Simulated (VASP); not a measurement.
Input of a VASP 6.6.1 run:

The input INCAR:

```
PREC = Accurate
ENCUT = 520
EDIFF = 1E-6
ISMEAR = 0
SIGMA = 0.15
LREAL = F
LASPH = T
NELM = 60
ALGO = Fast
ISIF = 2
LWAVE = F
LCHARG = F
GGA = CA
NBANDS = 12
```

KPOINTS

```
Automatic mesh
0
Gamma
  18 18 18
```

File POSCAR:

```
Zr
1.0
    0.0000000000      2.4241250000      2.2550000000
    2.2550000000      0.0000000000      2.2550000000
    2.2550000000      2.4241250000      0.0000000000
Zr
1
Direct
    0.0000000000      0.0000000000      0.0000000000
```

Potentials or basis: VASP PAW LDA potentials, release 64 (Zr_sv).

Launch:

```console
$ cat potpaw_LDA.64/Zr_sv/POTCAR > POTCAR
$ mpirun -np 1 vasp_std > vasp.out
```

Q: Predict the pressure.

A: -10.9 GPa.

Q: Estimate the band gap on the k mesh.

A: Zero (band 6 reaches 8.70 eV, above the bottom of band 7 at 7.50 eV).

Stress tensor (GPa, compression positive):
```
-10.25   0.00   0.00
  0.00 -12.33   0.00
  0.00   0.00 -10.25
```

Caveat: the cell differs from its parent crystal (strain +0.0750 x Voigt [0, 1, 0, 0, 0, 0]).
